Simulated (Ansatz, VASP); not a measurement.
# One calculation of Te2Mo, two programs

```
Mo Te
1.0
     1.77341    1.02388    7.10414
    -1.77341    1.02388    7.10414
     0.00000   -2.04776    7.10414
Mo Te
1 2
Direct
  0.99996 0.99996 0.99996
  0.41742 0.41742 0.41742
  0.24928 0.24928 0.24928
```

Alike in both runs: task single point; functional PBE; k mesh 6 × 6 × 6; occupations methfessel-paxton of order 1, width 0.5 eV; no spin polarisation.

|  | VASP | Ansatz |
| --- | --- | --- |
| version | VASP 6.6.1 | Ansatz 0.2.0 |
| potentials or method | VASP PAW PBE potentials, release 64 (Mo_sv, Te) | plane waves |
| plane-wave cutoff (eV) | 520 | 420 |
| valence electrons in the cell | 26 | 46 |

VASP gave:

```
pressure (GPa)                                                : 1.9
traceless stress, the component that is largest in VASP (GPa) : 0.57
rms of the force components (eV/Å)                            : 0.088
```

Q: Which values does Ansatz return?

A: Pressure (GPa): 1.8; traceless stress, the component that is largest in VASP (GPa): 0.89; rms of the force components (eV/Å): 0.087.

Atom by atom the forces differ by 0.000 eV/Å (rms over components). The functional is the same, so the differences come from potentials, cutoffs and numerics. VASP's potentials hold 26 valence electrons a cell and Ansatz's 46, so a difference there can come from the potentials and not from the codes.

Spin-orbit coupling is off throughout.
